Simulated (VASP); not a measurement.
# Ti (Pm-3m) in VASP: further runs

Runs on Ti. Level: PBE. Tasks: single point, relaxation of cell and atoms.

Everything below comes from runs of VASP 6.6.1. Logs are shortened: lines on timing, memory, paths and dates and some standing lists are left out, and cuts for length are marked.

### Step 1. The cell of the first run

Symmetry: Pm-3m, No. 221, cubic system. The conventional cell has a = 2.392 Å, b = 2.392 Å, c = 2.392 Å, α = 90.00°, β = 90.00°, γ = 90.00°. Within 3.2 Å of Ti (site symmetry m-3m) lie 6 Ti at 2.39 Å.

### Step 2. Single point, PBE

The input, INCAR:

```
PREC = Accurate
ENCUT = 520
EDIFF = 1E-7
ISMEAR = -1
SIGMA = 0.1
LREAL = False
LASPH = True
NELM = 60
ALGO = Normal
ISIF = 2
LWAVE = False
LCHARG = False
GGA = PE
NBANDS = 12
```

The input, KPOINTS:

```
Automatic mesh
0
Gamma
  16 16 16
```

The input, POSCAR:

```
Ti
1.0
    2.3918880311      0.0000000000      0.0000000000
    0.0000000000      2.3918880311      0.0000000000
    0.0000000000      0.0000000000      2.3918880311
Ti
1
Direct
    0.0000000000      0.0000000000      0.0000000000
```

Potentials or basis: VASP PAW PBE potentials, release 64 (Ti_sv).

The run is started by

```console
> cat potpaw_PBE.64/Ti_sv/POTCAR > POTCAR
> mpirun -np 1 vasp_std > vasp.out
```

OUTCAR:

```text
PREC = Accurate
   ENCUT = 520
   EDIFF = 1E-7
   ISMEAR = -1
   LREAL = False
   LASPH = True
   NELM = 60
   ISIF = 2
   GGA = PE

 ion  position               nearest neighbor table
   1  0.000  0.000  0.000-

  LATTYP: Found a simple cubic cell.
 ALAT       =     2.3918880311

  Lattice vectors:

 A1 = (   2.3918880311,   0.0000000000,   0.0000000000)
 A2 = (   0.0000000000,   2.3918880311,   0.0000000000)
 A3 = (   0.0000000000,   0.0000000000,   2.3918880311)

Analysis of symmetry for initial positions (statically):
=====================================================================
 Subroutine PRICEL returns:
 Original cell was already a primitive cell.

 Routine SETGRP: Setting up the symmetry group for a
 simple cubic supercell.

 Subroutine GETGRP returns: Found 48 space group operations
 (whereof 48 operations were pure point group operations)
 out of a pool of 48 trial point group operations.

The static configuration has the point symmetry O_h .

Analysis of symmetry for dynamics (positions and initial velocities):
=====================================================================
 Subroutine PRICEL returns:
 Original cell was already a primitive cell.

 Routine SETGRP: Setting up the symmetry group for a
 simple cubic supercell.

 Subroutine GETGRP returns: Found 48 space group operations
 (whereof 48 operations were pure point group operations)
 out of a pool of 48 trial point group operations.

The dynamic configuration has the point symmetry O_h .

 Subroutine INISYM returns: Found 48 space group operations
 (whereof 48 operations are pure point group operations),
 and found     1 'primitive' translations

----------------------------------------------------------------------------------------

                                     Primitive cell

  volume of cell :      13.6843

  direct lattice vectors                    reciprocal lattice vectors
     2.391888031  0.000000000  0.000000000     0.418079771  0.000000000  0.000000000
     0.000000000  2.391888031  0.000000000     0.000000000  0.418079771  0.000000000
     0.000000000  0.000000000  2.391888031     0.000000000  0.000000000  0.418079771

  length of vectors
     2.391888031  2.391888031  2.391888031     0.418079771  0.418079771  0.418079771

  position of ions in fractional coordinates (direct lattice)
     0.000000000  0.000000000  0.000000000

  ion indices of the primitive-cell ions
   primitive index   ion index
                 1           1

----------------------------------------------------------------------------------------

 KPOINTS: Automatic mesh

Automatic generation of k-mesh.
 Grid dimensions read from file:
 generate k-points for:   16   16   16

 Generating k-lattice:

  Cartesian coordinates                     Fractional coordinates (reciprocal lattice)
     0.026129986  0.000000000  0.000000000     0.062500000  0.000000000  0.000000000
     0.000000000  0.026129986  0.000000000     0.000000000  0.062500000  0.000000000
     0.000000000  0.000000000  0.026129986     0.000000000  0.000000000  0.062500000

  Length of vectors
     0.026129986  0.026129986  0.026129986

  Shift w.r.t. Gamma in fractional coordinates (k-lattice)
     0.000000000  0.000000000  0.000000000

 Subroutine IBZKPT returns following result:
 ===========================================

 Found    165 irreducible k-points:

 Following reciprocal coordinates:
            Coordinates               Weight
  0.000000  0.000000  0.000000      1.000000
  0.062500  0.000000  0.000000      6.000000
  0.125000  0.000000  0.000000      6.000000
  0.187500  0.000000  0.000000      6.000000
  0.250000  0.000000  0.000000      6.000000
  0.312500  0.000000  0.000000      6.000000
[... 16 lines left out ...]
  0.437500  0.125000  0.000000     24.000000
  0.500000  0.125000  0.000000     12.000000
 [... further k-points ...]
   k-points           NKPTS =    165   k-points in BZ     NKDIM =    165   number of bands    NBANDS=     12
   number of dos      NEDOS =    301   number of ions     NIONS =      1
   total plane-waves  NPLWV =   5832
   dimension x,y,z NGX =    18 NGY =   18 NGZ =   18
   dimension x,y,z NGXF=    36 NGYF=   36 NGZF=   36
   ions per type =               1
   NGX,Y,Z   is equivalent  to a cutoff of  12.51, 12.51, 12.51 a.u.
   NGXF,Y,Z  is equivalent  to a cutoff of  25.02, 25.02, 25.02 a.u.
 SYSTEM =  unknown system
   PREC   = accura    normal or accurate (medium, high low for compatibility)
   ISTART =      0    job   : 0-new  1-cont  2-samecut
   ICHARG =      2    charge: 1-file 2-atom 10-const
   ISPIN  =      1    spin polarized calculation?
   LNONCOLLINEAR =      F non collinear calculations
   LSORBIT =      F    spin-orbit coupling
   LASPH  =      T    aspherical Exc in radial PAW
   ENCUT  =  520.0 eV  38.22 Ry    6.18 a.u.   4.45  4.45  4.45*2*pi/ulx,y,z
   NELM   =     60;   NELMIN=  2; NELMDL= -5     # of ELM steps
   EDIFF  = 0.1E-06   stopping-criterion for ELM
   LREAL  =      F    real-space projection
   EDIFFG = 0.1E-05   stopping-criterion for IOM
   NSW    =      0    number of steps for IOM
   IBRION =     -1    ionic relax: 0-MD 1-quasi-New 2-CG
   NFREE  =      0    steps in history (QN), initial steepest desc. (CG)
   ISIF   =      2    stress and relaxation
   ISYM   =      2    0-nonsym 1-usesym 2-fastsym
   POTIM  = 0.5000    time-step for ionic-motion
   TEBEG  =    0.0;   TEEND  =   0.0 temperature during run
   PSTRESS=    0.0 pullay stress
   NELECT =      12.0000    total number of electrons
   NUPDOWN=      -1.0000    fix difference up-down
   EMIN   =  10.00;   EMAX   =-10.00  energy-range for DOS
   EFERMI =   0.00;   METHOD = LEGACY
   ISMEAR =    -1;   SIGMA  =   0.10  broadening in eV -4-tet -1-fermi 0-gaus
   EFERMI_NEDOS =   21; number of points for ismear=-14 and -15
   IALGO  =     38    algorithm
   IMIX   =      4    mixing-type and parameters
     AMIX     =   0.40;   BMIX     =  1.00
     AMIX_MAG =   1.60;   BMIX_MAG =  1.00
  volume/ion in A,a.u.               =      13.68        92.35
  Fermi-wavevector in a.u.,A,eV,Ry     =   1.566971  2.961147 33.407736  2.455399
  Thomas-Fermi vector in A             =   2.669220
   LORBIT       =      0    0 simple, 1 ext, 2 COOP (PROOUT), +10 PAW based schemes
   GGA     = PE    functional components
   LHFCALC =     F    Hartree Fock is set to
   AEXX    =    0.0000 exact exchange contribution
   IVDW    =     0    specifies the selected vdW correction
   LEPSILON=     F    determine dielectric tensor
   LRPA    =     F    only Hartree local field effects (RPA)
 non-spin polarized calculation
  energy-cutoff  :      520.00
  volume of cell :       13.68
 maximum number of plane-waves:       384
 NGX is ok and might be reduce to    18
   NGX =  9   NGY =  9   NGZ =  9

 number of electron      11.9999995 magnetization

 Free energy of the ion-electron system (eV)
  ---------------------------------------------------
  ext. energy  EPLUGINS =         0.00000000
  ---------------------------------------------------
  free energy    TOTEN  =        -6.58300344 eV

  energy without entropy =       -6.53418116  energy(sigma->0) =       -6.55859230

 E-fermi :  10.9116     XC(G=0): -12.5621

 val. band max:       10.9105062390   @ k =   0.5000   0.2500   0.1250
 cond. band min:      10.9754843980   @ k =   0.2500   0.1875   0.1875
 fundamental gap:      0.0649781591
 Fermi energy:        10.9116300150

 k-point     1 :       0.0000    0.0000    0.0000
  band No.  band energies     occupation
      1     -45.5082      2.00000
      2     -20.6520      2.00000
      3     -20.6520      2.00000
      4     -20.6520      2.00000
      5       4.6899      2.00000
      6       8.8675      2.00000
      7       8.8675      2.00000
      8      16.2601      0.00000
      9      16.2601      0.00000
     10      16.2601      0.00000
     11      30.1572      0.00000
     12      30.1572      0.00000

 k-point     2 :       0.0625    0.0000    0.0000
  band No.  band energies     occupation
      1     -45.4953      2.00000
      2     -20.7334      2.00000
      3     -20.6451      2.00000
      4     -20.6451      2.00000
      5       4.8239      2.00000
      6       8.9027      2.00000
      7       8.9909      2.00000
      8      16.1268      0.00000
      9      16.1268      0.00000
     10      16.2698      0.00000
     11      29.2583      0.00000
     12      30.3735      0.00000

 k-point     3 :       0.1250    0.0000    0.0000
  band No.  band energies     occupation
      1     -45.4585      2.00000
      2     -20.9619      2.00000
      3     -20.6253      2.00000
      4     -20.6253      2.00000
      5       5.2061      2.00000
      6       9.0044      2.00000
      7       9.3480      2.00000
      8      15.7638      0.00000
      9      15.7638      0.00000
     10      16.2976      0.00000
     11      27.4517      0.00000
     12      30.9868      0.00000
[... 286 lines left out ...]
 k-point    23 :       0.4375    0.1250    0.0000
  band No.  band energies     occupation
      1     -45.1240      2.00000
      2     -22.5022      2.00000
      3     -20.7583      2.00000
      4     -20.4498      2.00000
      5       9.1332      2.00000
      6      10.1606      1.99891
      7      10.6918      1.80025
      8      13.6405      0.00000
      9      14.4067      0.00000
     10      16.1010      0.00000
     11      21.2551      0.00000
     12      29.7321      0.00000

 k-point    24 :       0.5000    0.1250    0.0000
  band No.  band energies     occupation
      1     -45.1103      2.00000
      2     -22.5709      2.00000
      3     -20.7502      2.00000
      4     -20.4428      2.00000
      5       9.5834      2.00000
      6      10.0908      1.99946
      7      10.4575      1.97891
      8      13.5543      0.00000
      9      14.5017      0.00000
     10      16.1138      0.00000
     11      21.0659      0.00000
     12      29.6537      0.00000

 [... further k-points ...]

------------------------ aborting loop because EDIFF is reached ----------------------------------------

  FORCE on cell =-STRESS in cart. coord.  units (eV):
  Direction    XX          YY          ZZ          XY          YZ          ZX
  --------------------------------------------------------------------------------------
  -------------------------------------------------------------------------------------
  Total        3.2447063      3.2447063      3.2447063      0.0000000     -0.0000000      0.0000000
  in kB      379.8948740    379.8948740    379.8948740      0.0000000     -0.0000000      0.0000000
  external PRESSURE =     379.8948740 kB  Pullay stress =       0.0000000 kB

 VOLUME and BASIS-vectors are now :
 -----------------------------------------------------------------------------
  energy-cutoff  :      520.00
  volume of cell :       13.68
      direct lattice vectors                 reciprocal lattice vectors
     2.391888031  0.000000000  0.000000000     0.418079771  0.000000000  0.000000000
     0.000000000  2.391888031  0.000000000     0.000000000  0.418079771  0.000000000
     0.000000000  0.000000000  2.391888031     0.000000000  0.000000000  0.418079771

 POSITION                                       TOTAL-FORCE (eV/Angst)
 -----------------------------------------------------------------------------------
      0.00000      0.00000      0.00000         0.000000      0.000000      0.000000
 -----------------------------------------------------------------------------------
    total drift:                               -0.000000      0.000000      0.000000

  FREE ENERGIE OF THE ION-ELECTRON SYSTEM (eV)
  ---------------------------------------------------
  free  energy   TOTEN  =        -6.5830034416 eV

  energy  without entropy=       -6.5341811646  energy(sigma->0) =       -6.55859230
```

It took 36 s on 1 thread of Intel Xeon 6975P-C, shared host; peak memory 0.14 GiB.

What came out:

```yaml
Free_energy: -6.5830 eV
Pressure: 38.0 GPa
Band_gap_on_the_k_mesh: zero (band 6 reaches 11.72 eV, above the bottom of band 7 at 8.83 eV)
```

(Continued in part 2 of 2.)
